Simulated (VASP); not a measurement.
# CdI2 in VASP: single point with PBE+D3(BJ)

Aim: the single point of CdI2 with PBE+D3(BJ).

All numbers are computed with VASP 6.6.1; they aren't measurements. Logs are shortened: lines on timing, memory, paths and dates and some standing lists are left out, and cuts for length are marked.

### 1 The cell of the first run

The cell holds a sheet with vacuum, 3 atoms: a = 4.243 Å, b = 4.243 Å, c = 30.720 Å, α = 90.00°, β = 90.00°, γ = 120.00°.

### 2 Single point, PBE+D3(BJ)

INCAR reads:

```
ALGO = Normal
DIPOL = 0.5 0.5 0.284
EDIFF = 1E-6
ENCUT = 400
GGA = PE
GGA_COMPAT = False
IDIPOL = 3
ISIF = 2
ISMEAR = 0
IVDW = 12
LASPH = True
LCHARG = False
LDIPOL = True
LREAL = False
LWAVE = False
NBANDS = 20
NELM = 120
NELMDL = -8
PREC = Accurate
SIGMA = 0.03
```

KPOINTS reads:

```
k-points
0
Gamma
  12 12 1
```

POSCAR reads:

```
CdI2
1.0
    4.2433255313      0.0000000000      0.0000000000
   -2.1216627656      3.6748277066      0.0000000000
    0.0000000000      0.0000000000     30.7199999998
I Cd
2 1
Direct
    0.3333333333      0.6666666667      0.2276158259
    0.6666666667      0.3333333333      0.3407435491
    0.0000000000      0.0000000000      0.2841796875
```

Potentials or basis: VASP PAW PBE potentials, release 64 (I, Cd).

Command:

```
cat potpaw_PBE.64/I/POTCAR potpaw_PBE.64/Cd/POTCAR > POTCAR
mpirun -np 1 vasp_std > vasp.out
```

OUTCAR:

```text
EDIFF = 1E-6
   ENCUT = 400
   GGA = PE
   ISIF = 2
   ISMEAR = 0
   IVDW = 12
   LASPH = True
   LREAL = False
   NELM = 120
   NELMDL = -8
   PREC = Accurate
 IVDW          = 12

 ion  position               nearest neighbor table
   1  0.333  0.667  0.228-   3 3.00   3 3.00   3 3.00
   2  0.667  0.333  0.341-   3 3.00   3 3.00   3 3.00
   3  0.000  0.000  0.284-   1 3.00   2 3.00   1 3.00   2 3.00   2 3.00   1 3.00

  LATTYP: Found a hexagonal cell.
 ALAT       =     4.2433255313
 C/A-ratio  =     7.2396048272

  Lattice vectors:

 A1 = (   4.2433255313,   0.0000000000,   0.0000000000)
 A2 = (  -2.1216627656,   3.6748277066,   0.0000000000)
 A3 = (   0.0000000000,   0.0000000000,  30.7199999998)

Analysis of symmetry for initial positions (statically):
=====================================================================
 Subroutine PRICEL returns:
 Original cell was already a primitive cell.

 Routine SETGRP: Setting up the symmetry group for a
 hexagonal supercell.

 Subroutine GETGRP returns: Found 12 space group operations
 (whereof  6 operations were pure point group operations)
 out of a pool of 24 trial point group operations.

The static configuration has the point symmetry C_3v.
 The point group associated with its full space group is D_3d.

Analysis of symmetry for dynamics (positions and initial velocities):
=====================================================================
 Subroutine PRICEL returns:
 Original cell was already a primitive cell.

 Routine SETGRP: Setting up the symmetry group for a
 hexagonal supercell.

 Subroutine GETGRP returns: Found 12 space group operations
 (whereof  6 operations were pure point group operations)
 out of a pool of 24 trial point group operations.

The dynamic configuration has the point symmetry C_3v.
 The point group associated with its full space group is D_3d.

 Subroutine INISYM returns: Found 12 space group operations
 (whereof  6 operations are pure point group operations),
 and found     1 'primitive' translations

----------------------------------------------------------------------------------------

                                     Primitive cell

  volume of cell :     479.0320

  direct lattice vectors                    reciprocal lattice vectors
     4.243325531  0.000000000  0.000000000     0.235664220  0.136060801  0.000000000
    -2.121662766  3.674827707  0.000000000     0.000000000  0.272121601  0.000000000
     0.000000000  0.000000000 30.720000000     0.000000000  0.000000000  0.032552083

  length of vectors
     4.243325531  4.243325531 30.720000000     0.272121601  0.272121601  0.032552083

  position of ions in fractional coordinates (direct lattice)
     0.333333333  0.666666667  0.227615826
     0.666666667  0.333333333  0.340743549
     0.000000000  0.000000000  0.284179688

  ion indices of the primitive-cell ions
   primitive index   ion index
                 1           1
                 2           2
                 3           3

----------------------------------------------------------------------------------------

 KPOINTS: k-points

Automatic generation of k-mesh.
 Grid dimensions read from file:
 generate k-points for:   12   12    1

 Generating k-lattice:

  Cartesian coordinates                     Fractional coordinates (reciprocal lattice)
     0.019638685  0.011338400  0.000000000     0.083333333  0.000000000  0.000000000
     0.000000000  0.022676800  0.000000000     0.000000000  0.083333333  0.000000000
     0.000000000  0.000000000  0.032552083     0.000000000  0.000000000  1.000000000

  Length of vectors
     0.022676800  0.022676800  0.032552083

  Shift w.r.t. Gamma in fractional coordinates (k-lattice)
     0.000000000  0.000000000  0.000000000

 Subroutine IBZKPT returns following result:
 ===========================================

 Found     19 irreducible k-points:

 Following reciprocal coordinates:
            Coordinates               Weight
  0.000000  0.000000  0.000000      1.000000
  0.083333  0.000000  0.000000      6.000000
  0.166667  0.000000  0.000000      6.000000
  0.250000 -0.000000  0.000000      6.000000
  0.333333 -0.000000  0.000000      6.000000
  0.416667 -0.000000  0.000000      6.000000
[... 11 lines left out ...]
  0.333333  0.250000  0.000000     12.000000
  0.333333  0.333333  0.000000      2.000000
   k-points           NKPTS =     19   k-points in BZ     NKDIM =     19   number of bands    NBANDS=     20
   number of dos      NEDOS =    301   number of ions     NIONS =      3
   total plane-waves  NPLWV = 156800
   dimension x,y,z NGX =    28 NGY =   28 NGZ =  200
   dimension x,y,z NGXF=    56 NGYF=   56 NGZF=  400
   ions per type =               2   1
   NGX,Y,Z   is equivalent  to a cutoff of  10.97, 10.97, 10.82 a.u.
   NGXF,Y,Z  is equivalent  to a cutoff of  21.94, 21.94, 21.65 a.u.
 SYSTEM =  unknown system
   PREC   = accura    normal or accurate (medium, high low for compatibility)
   ISTART =      0    job   : 0-new  1-cont  2-samecut
   ICHARG =      2    charge: 1-file 2-atom 10-const
   ISPIN  =      1    spin polarized calculation?
   LNONCOLLINEAR =      F non collinear calculations
   LSORBIT =      F    spin-orbit coupling
   LASPH  =      T    aspherical Exc in radial PAW
   ENCUT  =  400.0 eV  29.40 Ry    5.42 a.u.   6.92  6.92 50.10*2*pi/ulx,y,z
   NELM   =    120;   NELMIN=  2; NELMDL= -8     # of ELM steps
   EDIFF  = 0.1E-05   stopping-criterion for ELM
   LREAL  =      F    real-space projection
   EDIFFG = 0.1E-04   stopping-criterion for IOM
   NSW    =      0    number of steps for IOM
   IBRION =     -1    ionic relax: 0-MD 1-quasi-New 2-CG
   NFREE  =      0    steps in history (QN), initial steepest desc. (CG)
   ISIF   =      2    stress and relaxation
   ISYM   =      2    0-nonsym 1-usesym 2-fastsym
   POTIM  = 0.5000    time-step for ionic-motion
   TEBEG  =    0.0;   TEEND  =   0.0 temperature during run
   PSTRESS=    0.0 pullay stress
   NELECT =      26.0000    total number of electrons
   NUPDOWN=      -1.0000    fix difference up-down
   EMIN   =  10.00;   EMAX   =-10.00  energy-range for DOS
   EFERMI =   0.00;   METHOD = LEGACY
   ISMEAR =     0;   SIGMA  =   0.03  broadening in eV -4-tet -1-fermi 0-gaus
   EFERMI_NEDOS =   21; number of points for ismear=-14 and -15
   IALGO  =     38    algorithm
   IMIX   =      4    mixing-type and parameters
     AMIX     =   0.40;   BMIX     =  1.00
     AMIX_MAG =   1.60;   BMIX_MAG =  1.00
  volume/ion in A,a.u.               =     159.68      1077.56
  Fermi-wavevector in a.u.,A,eV,Ry     =   0.619837  1.171323  5.227336  0.384198
  Thomas-Fermi vector in A             =   1.678776
   LORBIT       =      0    0 simple, 1 ext, 2 COOP (PROOUT), +10 PAW based schemes
   GGA     = PE    functional components
   LHFCALC =     F    Hartree Fock is set to
   AEXX    =    0.0000 exact exchange contribution
   IVDW    =    12    specifies the selected vdW correction
   LEPSILON=     F    determine dielectric tensor
   LRPA    =     F    only Hartree local field effects (RPA)
 non-spin polarized calculation
 Gauss-broadening in eV      SIGMA  =   0.03
  energy-cutoff  :      400.00
  volume of cell :      479.03
 maximum number of plane-waves:      8731
 NGX is ok and might be reduce to    28
   NGX = 13   NGY = 13   NGZ =101

 dipolmoment           0.000000      0.000000      0.000002 electrons x Angstroem

 number of electron      26.0000013 magnetization

 dipolmoment           0.000000      0.000000     -0.000000 electrons x Angstroem

 Free energy of the ion-electron system (eV)
  ---------------------------------------------------
  ext. energy  EPLUGINS =         0.00000000
  ---------------------------------------------------
  free energy    TOTEN  =        -5.52316146 eV

  energy without entropy =       -5.52316146  energy(sigma->0) =       -5.52316146

 E-fermi :  -4.2506     XC(G=0):  -2.2353

 val. band max:       -4.4355185077   @ k =   0.0833   0.0000   0.0000
 cond. band min:      -1.9998552569   @ k =   0.5000  -0.0000   0.0000
 fundamental gap:      2.4356632508
 Fermi energy:        -4.2506273299

 k-point     1 :       0.0000    0.0000    0.0000
  band No.  band energies     occupation
      1     -16.3692      2.00000
      2     -15.8893      2.00000
      3     -11.9712      2.00000
      4     -11.9712      2.00000
      5     -11.8558      2.00000
      6     -11.7829      2.00000
[... 12 lines left out ...]
     19       1.8953      0.00000
     20       1.9166      0.00000

 k-point     2 :       0.0833    0.0000    0.0000
  band No.  band energies     occupation
      1     -16.3365      2.00000
      2     -15.8799      2.00000
      3     -11.9658      2.00000
      4     -11.9573      2.00000
      5     -11.8492      2.00000
      6     -11.7848      2.00000
[... 12 lines left out ...]
     19       2.0085      0.00000
     20       2.0535      0.00000

 k-point     3 :       0.1667    0.0000    0.0000
  band No.  band energies     occupation
      1     -16.2444      2.00000
      2     -15.8543      2.00000
      3     -11.9531      2.00000
      4     -11.9193      2.00000
      5     -11.8303      2.00000
      6     -11.7881      2.00000
[... 12 lines left out ...]
     19       2.3106      0.00000
     20       2.5277      0.00000

 k-point     4 :       0.2500   -0.0000    0.0000
  band No.  band energies     occupation
      1     -16.1113      2.00000
      2     -15.8198      2.00000
      3     -11.9410      2.00000
      4     -11.8786      2.00000
      5     -11.7985      2.00000
      6     -11.7808      2.00000
[... 314 lines left out ...]
 k-point    18 :       0.3333    0.2500    0.0000
  band No.  band energies     occupation
      1     -15.7581      2.00000
      2     -15.7412      2.00000
      3     -11.8498      2.00000
      4     -11.8237      2.00000
      5     -11.7682      2.00000
      6     -11.7440      2.00000
[... 12 lines left out ...]
     19       3.7352      0.00000
     20       3.8321      0.00000

 k-point    19 :       0.3333    0.3333    0.0000
  band No.  band energies     occupation
      1     -15.7369      2.00000
      2     -15.7369      2.00000
      3     -11.8156      2.00000
      4     -11.8156      2.00000
      5     -11.7552      2.00000
      6     -11.7424      2.00000
[... 12 lines left out ...]
     19       3.8103      0.00000
     20       3.9606      0.00000

------------------------ aborting loop because EDIFF is reached ----------------------------------------

 vacuum level on the upper side and lower side of the slab       (xc-potential included)        -0.058        -0.058

 Edisp (eV)   -0.74673

 E8    (eV) :    -0.3539

  FORCE on cell =-STRESS in cart. coord.  units (eV):
  Direction    XX          YY          ZZ          XY          YZ          ZX
  --------------------------------------------------------------------------------------
  -------------------------------------------------------------------------------------
  Total      -0.06430    -0.06430    -0.07435    -0.00000     0.00000     0.00000
  in kB      -0.21507    -0.21507    -0.24869    -0.00000     0.00000     0.00000
  external pressure =       -0.23 kB  Pullay stress =        0.00 kB

 VOLUME and BASIS-vectors are now :
 -----------------------------------------------------------------------------
  energy-cutoff  :      400.00
  volume of cell :      479.03
      direct lattice vectors                 reciprocal lattice vectors
     4.243325531  0.000000000  0.000000000     0.235664220  0.136060801  0.000000000
    -2.121662766  3.674827707  0.000000000     0.000000000  0.272121601  0.000000000
     0.000000000  0.000000000 30.720000000     0.000000000  0.000000000  0.032552083

 POSITION                                       TOTAL-FORCE (eV/Angst)
 -----------------------------------------------------------------------------------
     -0.00000      2.44989      6.99236         0.000000      0.000000     -0.019062
      2.12166      1.22494     10.46764        -0.000000      0.000000      0.019062
      0.00000      0.00000      8.73000         0.000000      0.000000      0.000000
 -----------------------------------------------------------------------------------
    total drift:                               -0.000000     -0.000000     -0.000048

  FREE ENERGIE OF THE ION-ELECTRON SYSTEM (eV)
  ---------------------------------------------------
  free  energy   TOTEN  =        -6.2698892029 eV

  energy  without entropy=       -6.2698892029  energy(sigma->0) =       -6.26988920

 vacuum level on the upper side and lower side of the slab         1.770         1.770
```

It took 3.9 min on 1 thread of Intel Xeon Platinum 8559C (Emerald Rapids), shared host; peak memory 0.45 GiB.

What came out:

```yaml
Free_energy: -6.2699 eV
Largest_force: 0.019 eV/Å
Band_gap_on_the_k_mesh: 2.44 eV (least direct gap 2.66 eV)
Dispersion_energy_per_atom: -0.249 eV
```

Forces on the atoms (eV/Å):
```
I    0.000  0.000 -0.019
I    0.000  0.000  0.019
Cd   0.000  0.000  0.000
```

Levels at points of the mesh, in eV from the valence-band top:
| k point | band 9 | band 10 | band 11 | band 12 | band 13 | band 14 | band 15 | band 16 | band 17 | band 18 |
| --- | --- | --- | --- | --- | --- | --- | --- | --- | --- | --- |
| (0.00, 0.00, 0.00) | -0.90 | -0.27 | -0.27 | 0.00 | 0.00 | 2.87 | 4.55 | 5.88 | 5.96 | 6.33 |
| (0.50, 0.00, 0.00) | -2.87 | -1.53 | -1.30 | -0.50 | -0.23 | 2.44 | 5.09 | 6.21 | 6.28 | 6.92 |

Caveat: spin-orbit coupling is left out, which moves the levels of the heavy elements.
